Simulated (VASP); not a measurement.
Input of a VASP 6.6.1 run:

The input INCAR:

```
PREC     = Accurate       # precision mode
ENCUT    = 520            # plane-wave cutoff, eV
EDIFF    = 1E-6           # SCF threshold, eV
ISMEAR   = -1             # smearing method
SIGMA    = 0.05           # smearing width, eV
LREAL    = F              # projectors in reciprocal space
LASPH    = T              # aspherical terms in the spheres
NELM     = 80             # most SCF steps
ALGO     = Normal         # electronic algorithm
ISIF     = 2              # what is computed and relaxed
LWAVE    = F              # write WAVECAR
LCHARG   = T              # write CHGCAR
GGA      = RE             # functional
LELF     = T              # ELF
LVHAR    = T            
NBANDS   = 11             # bands
```

File KPOINTS:

```
Automatic mesh
0
Gamma
  13 13 13
```

The input POSCAR:

```
C
1.0
    0.0000000000      1.8612173377      1.8612173377
    1.8612173377      0.0000000000      1.8612173377
    1.8612173377      1.8612173377      0.0000000000
C
2
Direct
    0.5000000000      0.5000000000      0.5000000000
    0.7500000000      0.7500000000      0.7500000000
```

Potentials or basis: VASP PAW PBE potentials, release 64 (C).

Run with:

```console
$ cat potpaw_PBE.64/C/POTCAR > POTCAR
$ mpirun -np 1 vasp_std > vasp.out
```

Q: What does it give for the band gap on the k mesh?

A: 3.87 eV, indirect (least direct gap 5.24 eV).

Q: What does it give for the pressure?

A: -38.4 GPa.

Caveat: the PAW data sets were made with another functional, which shifts forces and pressure a little. A k mesh can miss the band edges.
